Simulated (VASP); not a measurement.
Crystal: NaH.

```xyz
2
Lattice="0.0000 2.3704 2.3704 2.3704 0.0000 2.3704 2.3704 2.3704 0.0000" Properties=species:S:1:pos:R:3 pbc="T T T"
Na    0.0000    0.0000    0.0000
H     2.3704    2.3704    2.3704
```

This cell differs from its parent crystal: strain -1.1%.

Base run:

| Item | Value |
| --- | --- |
| Program | VASP 6.6.1 |
| Functional | r2SCAN |
| Potentials or basis | VASP PAW PBE potentials, release 64 (Na_pv, H) |
| Cutoff | 520 eV |
| k mesh | 10 × 10 × 10 |
| Occupations | gaussian, width 0.01 eV |
| Spin | no spin polarisation |

Its results: band gap on the k mesh 4.49 eV, indirect (least direct gap 5.33 eV); pressure 0.7 GPa.

Question: The run is repeated on the same cell with these changes: functional from r2SCAN to PBE; occupations from gaussian, width 0.01 eV to fermi-dirac, width 0.02 eV. What comes out?

Answer: Band gap on the k mesh 3.88 eV, indirect (least direct gap 4.74 eV); pressure 1.4 GPa.

Caveats: the PAW data sets were made with another functional, which shifts forces and pressure a little (some runs).

A k mesh can miss the band edges.
